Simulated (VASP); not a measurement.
A run of VASP 6.6.1:

The input INCAR:

```
  PREC = Accurate
  ENCUT = 520
  EDIFF = 1E-7
  ISMEAR = 0
  SIGMA = 0.1
  LREAL = False
  LASPH = True
  NELM = 60
  ALGO = Normal
  ISIF = 2
  LWAVE = False
  LCHARG = False
  GGA = PE
  NBANDS = 14
```

File KPOINTS:

```
regular mesh
0
Gamma
  8 8 8
```

Contents of POSCAR:

```
AlB2H2
1.0
   -1.5279924299      1.4225934811      3.8986601381
    1.5279924299     -1.4225934811      3.8986601381
    1.5279924299      1.4225934811     -3.8986601381
Al B H
1 2 2
Direct
    0.0000000000      0.0000000000      0.0000000000
    0.2513050595      0.7513050595      0.5000000000
    0.7486949405      0.2486949405      0.5000000000
    0.3529843822      0.5000000000      0.8529843822
    0.6470156178      0.5000000000      0.1470156178
```

Potentials or basis: VASP PAW PBE potentials, release 64 (Al, B, H).

Command:

```sh
$ cat potpaw_PBE.64/Al/POTCAR potpaw_PBE.64/B/POTCAR potpaw_PBE.64/H/POTCAR > POTCAR
$ mpirun -np 1 vasp_std > vasp.out
```

Hardware: 1 thread of AMD EPYC 9R45 96-Core Processor (Zen 5) (shared host).

Estimate the wall time of this run.

Wall time 53 s on 1 thread of AMD EPYC 9R45 96-Core Processor (Zen 5), on a shared host, peak memory 0.18 GiB. Counts: scf iterations 14, k points 95.
